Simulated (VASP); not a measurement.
# Sn (Fd-3m) in VASP: settings compared

Sn is run at these levels: PBEsol, HF; tasks: relaxation of cell and atoms, single point.

All numbers are computed with VASP 6.6.1; they aren't measurements. Logs are shortened: lines on timing, memory, paths and dates and some standing lists are left out, and cuts for length are marked.

## Step 1: The cell of the first run

It takes space group Fd-3m (No. 227, cubic). Conventional cell: a = 6.467 Å, b = 6.467 Å, c = 6.467 Å, α = 90.00°, β = 90.00°, γ = 90.00°. Sn (site symmetry -43m) has 4 Sn at 2.80 Å within 3.7 Å.

## Step 2: Relaxation of cell and atoms, PBEsol, target pressure 10 GPa, at which the enthalpy is minimised

Contents of INCAR:

```
SYSTEM = Sn
PREC = Accurate
ENCUT = 600
EDIFF = 1E-7
ISMEAR = -1
SIGMA = 0.05
LREAL = .False.
LASPH = .True.
NELM = 60
ALGO = Normal
ISIF = 3
LWAVE = .False.
LCHARG = .False.
GGA = PS
IBRION = 2
NSW = 80
EDIFFG = -0.01
PSTRESS = 100.0
```

Contents of KPOINTS:

```
regular mesh
0
Gamma
  7 7 7
  0 0 0
```

Contents of POSCAR:

```
Sn
1.0
    0.0000000000      3.2333428000      3.2333428000
    3.2333428000      0.0000000000      3.2333428000
    3.2333428000      3.2333428000      0.0000000000
Sn
2
Direct
    0.7500000000      0.7500000000      0.7500000000
    0.5000000000      0.5000000000      0.5000000000
```

Potentials or basis: VASP PAW PBE potentials, release 64 (Sn_d).

The run is started by

```bash
$ cat potpaw_PBE.64/Sn_d/POTCAR > POTCAR
$ mpirun -np 1 vasp_std > vasp.out
```

OUTCAR:

```text
SYSTEM = Sn
   PREC = Accurate
   ENCUT = 600
   EDIFF = 1E-7
   ISMEAR = -1
   LREAL = .False.
   LASPH = .True.
   NELM = 60
   ISIF = 3
   GGA = PS
   IBRION = 2
   NSW = 80
   EDIFFG = -0.01
   PSTRESS = 100.0

 ion  position               nearest neighbor table
   1  0.750  0.750  0.750-   2 2.80   2 2.80   2 2.80   2 2.80
   2  0.500  0.500  0.500-   1 2.80   1 2.80   1 2.80   1 2.80

  LATTYP: Found a face centered cubic cell.
 ALAT       =     6.4666856000

  Lattice vectors:

 A1 = (   0.0000000000,   3.2333428000,   3.2333428000)
 A2 = (   3.2333428000,   0.0000000000,   3.2333428000)
 A3 = (   3.2333428000,   3.2333428000,   0.0000000000)

Analysis of symmetry for initial positions (statically):
=====================================================================
 Subroutine PRICEL returns:
 Original cell was already a primitive cell.

 Routine SETGRP: Setting up the symmetry group for a
 face centered cubic supercell.

 Subroutine GETGRP returns: Found 48 space group operations
 (whereof 24 operations were pure point group operations)
 out of a pool of 48 trial point group operations.

The static configuration has the point symmetry T_d .
 The point group associated with its full space group is O_h .

Analysis of symmetry for dynamics (positions and initial velocities):
=====================================================================
 Subroutine PRICEL returns:
 Original cell was already a primitive cell.

 Routine SETGRP: Setting up the symmetry group for a
 face centered cubic supercell.

 Subroutine GETGRP returns: Found 48 space group operations
 (whereof 24 operations were pure point group operations)
 out of a pool of 48 trial point group operations.

The dynamic configuration has the point symmetry T_d .
 The point group associated with its full space group is O_h .

 Subroutine INISYM returns: Found 48 space group operations
 (whereof 24 operations are pure point group operations),
 and found     1 'primitive' translations

----------------------------------------------------------------------------------------

                                     Primitive cell

  volume of cell :      67.6060

  direct lattice vectors                    reciprocal lattice vectors
     0.000000000  3.233342800  3.233342800    -0.154638723  0.154638723  0.154638723
     3.233342800  0.000000000  3.233342800     0.154638723 -0.154638723  0.154638723
     3.233342800  3.233342800  0.000000000     0.154638723  0.154638723 -0.154638723

  length of vectors
     4.572637240  4.572637240  4.572637240     0.267842124  0.267842124  0.267842124

  position of ions in fractional coordinates (direct lattice)
     0.750000000  0.750000000  0.750000000
     0.500000000  0.500000000  0.500000000

  ion indices of the primitive-cell ions
   primitive index   ion index
                 1           1
                 2           2

----------------------------------------------------------------------------------------

 KPOINTS: regular mesh

Automatic generation of k-mesh.
 Grid dimensions read from file:
 generate k-points for:    7    7    7

 Generating k-lattice:

  Cartesian coordinates                     Fractional coordinates (reciprocal lattice)
    -0.022091246  0.022091246  0.022091246     0.142857143  0.000000000  0.000000000
     0.022091246 -0.022091246  0.022091246     0.000000000  0.142857143  0.000000000
     0.022091246  0.022091246 -0.022091246     0.000000000  0.000000000  0.142857143

  Length of vectors
     0.038263161  0.038263161  0.038263161

  Shift w.r.t. Gamma in fractional coordinates (k-lattice)
     0.000000000  0.000000000  0.000000000

 Subroutine IBZKPT returns following result:
 ===========================================

 Found     20 irreducible k-points:

 Following reciprocal coordinates:
            Coordinates               Weight
  0.000000  0.000000  0.000000      1.000000
  0.142857  0.000000  0.000000      8.000000
  0.285714  0.000000  0.000000      8.000000
  0.428571  0.000000  0.000000      8.000000
  0.142857  0.142857  0.000000      6.000000
  0.285714  0.142857  0.000000     24.000000
[... 12 lines left out ...]
 -0.428571  0.428571  0.142857     24.000000
 -0.285714  0.428571  0.142857     24.000000
   k-points           NKPTS =     20   k-points in BZ     NKDIM =     20   number of bands    NBANDS=     18
   number of dos      NEDOS =    301   number of ions     NIONS =      2
   total plane-waves  NPLWV =  64000
   dimension x,y,z NGX =    40 NGY =   40 NGZ =   40
   dimension x,y,z NGXF=    80 NGYF=   80 NGZF=   80
   ions per type =               2
   NGX,Y,Z   is equivalent  to a cutoff of  14.54, 14.54, 14.54 a.u.
   NGXF,Y,Z  is equivalent  to a cutoff of  29.09, 29.09, 29.09 a.u.
 SYSTEM =  Sn
   PREC   = accura    normal or accurate (medium, high low for compatibility)
   ISTART =      0    job   : 0-new  1-cont  2-samecut
   ICHARG =      2    charge: 1-file 2-atom 10-const
   ISPIN  =      1    spin polarized calculation?
   LNONCOLLINEAR =      F non collinear calculations
   LSORBIT =      F    spin-orbit coupling
   LASPH  =      T    aspherical Exc in radial PAW
   ENCUT  =  600.0 eV  44.10 Ry    6.64 a.u.   9.13  9.13  9.13*2*pi/ulx,y,z
   NELM   =     60;   NELMIN=  2; NELMDL= -5     # of ELM steps
   EDIFF  = 0.1E-06   stopping-criterion for ELM
   LREAL  =      F    real-space projection
   EDIFFG = -.1E-01   stopping-criterion for IOM
   NSW    =     80    number of steps for IOM
   IBRION =      2    ionic relax: 0-MD 1-quasi-New 2-CG
   NFREE  =      1    steps in history (QN), initial steepest desc. (CG)
   ISIF   =      3    stress and relaxation
   ISYM   =      2    0-nonsym 1-usesym 2-fastsym
   POTIM  = 0.5000    time-step for ionic-motion
   TEBEG  =    0.0;   TEEND  =   0.0 temperature during run
   PSTRESS=  100.0 pullay stress
   NELECT =      28.0000    total number of electrons
   NUPDOWN=      -1.0000    fix difference up-down
   EMIN   =  10.00;   EMAX   =-10.00  energy-range for DOS
   EFERMI =   0.00;   METHOD = LEGACY
   ISMEAR =    -1;   SIGMA  =   0.05  broadening in eV -4-tet -1-fermi 0-gaus
   EFERMI_NEDOS =   21; number of points for ismear=-14 and -15
   IALGO  =     38    algorithm
   IMIX   =      4    mixing-type and parameters
     AMIX     =   0.40;   BMIX     =  1.00
     AMIX_MAG =   1.60;   BMIX_MAG =  1.00
  volume/ion in A,a.u.               =      33.80       228.11
  Fermi-wavevector in a.u.,A,eV,Ry     =   1.220298  2.306028 20.260793  1.489126
  Thomas-Fermi vector in A             =   2.355520
   LORBIT       =      0    0 simple, 1 ext, 2 COOP (PROOUT), +10 PAW based schemes
   GGA     = PS    functional components
   LHFCALC =     F    Hartree Fock is set to
   AEXX    =    0.0000 exact exchange contribution
   IVDW    =     0    specifies the selected vdW correction
   LEPSILON=     F    determine dielectric tensor
   LRPA    =     F    only Hartree local field effects (RPA)
 conjugate gradient relaxation of ions
 non-spin polarized calculation
  energy-cutoff  :      600.00
  volume of cell :       67.61
 maximum number of plane-waves:      2281
 NGX is ok and might be reduce to    40
   NGX = 19   NGY = 19   NGZ = 19

--------------------------------------- Ionic step        1  -------------------------------------------

 number of electron      28.0000005 magnetization

 Free energy of the ion-electron system (eV)
  ---------------------------------------------------
  ext. energy  EPLUGINS =         0.00000000
  ---------------------------------------------------
  free energy    TOTEN  =        -8.43898272 eV

  energy without entropy =       -8.43701897  energy(sigma->0) =       -8.43800085

------------------------ aborting loop because EDIFF is reached ----------------------------------------

  FORCE on cell =-STRESS in cart. coord.  units (eV):
  Direction    XX          YY          ZZ          XY          YZ          ZX
  --------------------------------------------------------------------------------------
  -------------------------------------------------------------------------------------
  Total        0.6393670      0.6393670      0.6393670     -0.0000000      0.0000000     -0.0000000
  in kB       15.1521949     15.1521949     15.1521949     -0.0000000      0.0000000     -0.0000000
  external PRESSURE =     -84.8478051 kB  Pullay stress =     100.0000000 kB

 VOLUME and BASIS-vectors are now :
 -----------------------------------------------------------------------------
  energy-cutoff  :      600.00
  volume of cell :       67.61
      direct lattice vectors                 reciprocal lattice vectors
     0.000000000  3.233342800  3.233342800    -0.154638723  0.154638723  0.154638723
     3.233342800  0.000000000  3.233342800     0.154638723 -0.154638723  0.154638723
     3.233342800  3.233342800  0.000000000     0.154638723  0.154638723 -0.154638723
[... 8 lines left out ...]
  FREE ENERGIE OF THE ION-ELECTRON SYSTEM (eV)
  ---------------------------------------------------
  free  energy   TOTEN  =        -8.4389827229 eV

  energy  without entropy=       -8.4370189679  energy(sigma->0) =       -8.43800085

  enthalpy is  TOTEN    =        -4.2193498548 eV   P V=        4.2196328681

--------------------------------------- Ionic step        2  -------------------------------------------

 number of electron      27.9999999 magnetization

 E-fermi :   9.0951     XC(G=0): -10.3678

 val. band max:        8.5573411292   @ k =   0.1429   0.0000   0.0000
 cond. band min:       9.1105753144   @ k =   0.0000   0.0000   0.0000
 fundamental gap:      0.5532341852
 Fermi energy:         9.0950877786

 k-point     1 :       0.0000    0.0000    0.0000
  band No.  band energies     occupation
      1     -13.4890      2.00000
      2     -13.4890      2.00000
      3     -13.4890      2.00000
      4     -13.3803      2.00000
      5     -13.3803      2.00000
      6     -12.7438      2.00000
[... 10 lines left out ...]
     17      11.1079      0.00000
     18      11.1079      0.00000
[... 578 lines left out ...]
  FREE ENERGIE OF THE ION-ELECTRON SYSTEM (eV)
  ---------------------------------------------------
  free  energy   TOTEN  =        -8.1762052220 eV

  energy  without entropy=       -8.1749555044  energy(sigma->0) =       -8.17558036

  enthalpy is  TOTEN    =        -4.4598338777 eV   P V=        3.7163713443

--------------------------------------- Ionic step        7  -------------------------------------------

 number of electron      28.0000005 magnetization

 Free energy of the ion-electron system (eV)
  ---------------------------------------------------
  ext. energy  EPLUGINS =         0.00000000
  ---------------------------------------------------
  free energy    TOTEN  =        -8.16808527 eV

  energy without entropy =       -8.16686811  energy(sigma->0) =       -8.16747669

 E-fermi :   7.2475     XC(G=0):  -9.6922

 val. band max:        7.1861492042   @ k =   0.0000   0.0000   0.0000
 cond. band min:       7.3725517716   @ k =   0.4286   0.0000   0.0000
 fundamental gap:      0.1864025674
 Fermi energy:         7.2474501785

 k-point     1 :       0.0000    0.0000    0.0000
  band No.  band energies     occupation
      1     -14.8565      2.00000
      2     -14.8565      2.00000
      3     -14.8565      2.00000
      4     -14.7744      2.00000
      5     -14.7744      2.00000
      6     -14.3263      2.00000
[... 10 lines left out ...]
     17       9.2427      0.00000
     18       9.2427      0.00000
[... 419 lines left out ...]
 POSITION                                       TOTAL-FORCE (eV/Angst)
 -----------------------------------------------------------------------------------
      4.64556      4.64556      4.64556         0.000000      0.000000     -0.000000
      3.09704      3.09704      3.09704        -0.000000     -0.000000      0.000000
 -----------------------------------------------------------------------------------
    total drift:                               -0.000000     -0.000000      0.000000

  FREE ENERGIE OF THE ION-ELECTRON SYSTEM (eV)
  ---------------------------------------------------
  free  energy   TOTEN  =        -8.1680852662 eV

  energy  without entropy=       -8.1668681093  energy(sigma->0) =       -8.16747669

  enthalpy is  TOTEN    =        -4.4599094132 eV   P V=        3.7081758530

 reached required accuracy - stopping structural energy minimisation
```

Run time: 3.7 min. Hardware: 1 thread of Intel Xeon 6975P-C, shared host; peak memory 0.25 GiB.

Results:

```
Free energy                                            : -8.1681 eV
Relaxed volume                                         : 29.71 Å³/atom
Relaxed cell                                           : a = 4.380 Å, b = 4.380 Å, c = 4.380 Å, α = 60.00°, β = 60.00°, γ = 60.00°
Space group after relaxing (to 0.05 Å)                 : Fd-3m (No. 227)
Energy change on relaxing (the enthalpy is what falls) : +135.4 meV/atom
Ionic steps                                            : 7
Pressure after relaxing                                : 10.0 GPa
Band gap on the k mesh                                 : 0.19 eV, indirect (least direct gap 0.23 eV)
```

Step by step:
```
step  energy change (eV)  largest force (eV/Å)  pressure (GPa)  volume (Å³)
   1              0.0000                0.0000            1.52        67.61
   2              1.1160                0.0000           26.37        51.56
   3              0.2556                0.0000            9.64        59.66
   4              0.2686                0.0000            9.95        59.45
   5              0.2784                0.0000           10.17        59.29
   6              0.2628                0.0000            9.82        59.54
   7              0.2709                0.0000           10.00        59.41
```

Final structure:
```
Sn
1.0
     0.00000    3.09704    3.09704
     3.09704    0.00000    3.09704
     3.09704    3.09704    0.00000
Sn
2
Direct
  0.75000 0.75000 0.75000
  0.50000 0.50000 0.50000
```

Caveat: the cell is relaxed towards a set pressure, so the enthalpy falls and the energy may rise; the PAW data sets were made with another functional, which shifts forces and pressure a little; spin-orbit coupling is left out, which moves the levels of the heavy elements. A k mesh can miss the band edges.

## Step 3: Relaxation of cell and atoms, PBEsol, target pressure 20 GPa, at which the enthalpy is minimised

Contents of INCAR:

```
PREC = Accurate
ENCUT = 600
EDIFF = 1E-6
ISMEAR = -1
SIGMA = 0.05
LREAL = False
LASPH = True
NELM = 100
ALGO = Normal
ISIF = 3
LWAVE = False
LCHARG = False
GGA = PS
IBRION = 2
NSW = 80
EDIFFG = -0.01
PSTRESS = 200.0
```

Contents of KPOINTS:

```
Automatic mesh
0
Gamma
  7 7 7
```

POSCAR is that of step 2.

Potentials or basis: VASP PAW PBE potentials, release 64 (Sn_d).

The run is started by

```bash
$ cat potpaw_PBE.64/Sn_d/POTCAR > POTCAR
$ mpirun -np 1 vasp_std > vasp.out
```

Run time: 2.5 min. Hardware: 1 thread of Intel Xeon 6975P-C, shared host; peak memory 0.25 GiB.

The run converged. Its results:

* Free energy: -7.6737 eV
* Relaxed volume: 27.00 Å³/atom
* Relaxed cell: a = 4.242 Å, b = 4.242 Å, c = 4.242 Å, α = 60.00°, β = 60.00°, γ = 60.00°
* Space group after relaxing (to 0.05 Å): Fd-3m (No. 227)
* Energy change on relaxing (the enthalpy is what falls): +382.6 meV/atom
* Ionic steps: 5
* Pressure after relaxing: 20.1 GPa
* Band gap on the k mesh: 0.13 eV, indirect (least direct gap 0.95 eV)

The path:
```csv
step,energy change (eV),largest force (eV/Å),pressure (GPa),volume (Å³)
1,0.0000,0.0000,1.52,67.61
2,7.3905,0.0000,130.74,36.18
3,0.5926,0.0000,16.82,55.50
4,0.6952,0.0000,18.74,54.57
5,0.7653,0.0000,20.05,53.99
```

Final structure:
```yaml
crystal:
  lattice:
    - [0.00000, 2.99988, 2.99988]
    - [2.99988, 0.00000, 2.99988]
    - [2.99988, 2.99988, 0.00000]
  atoms:
    - { symbol: Sn, position: [0.75000, 0.75000, 0.75000] }
    - { symbol: Sn, position: [0.50000, 0.50000, 0.50000] }
```

Levels at points of the mesh, in eV from the valence-band top:
```csv
k point,band 11,band 12,band 13,band 14,band 15,band 16,band 17,band 18
"(0.00, 0.00, 0.00)",-12.57,0.00,0.00,0.00,0.95,2.02,2.02,2.02
```

Caveat: the cell is relaxed towards a set pressure, so the enthalpy falls and the energy may rise; the volume moved by over 15 % at a fixed basis, so the end points are rough; the PAW data sets were made with another functional, which shifts forces and pressure a little; spin-orbit coupling is left out, which moves the levels of the heavy elements. A k mesh can miss the band edges.

(Continued in part 2 of 3.)
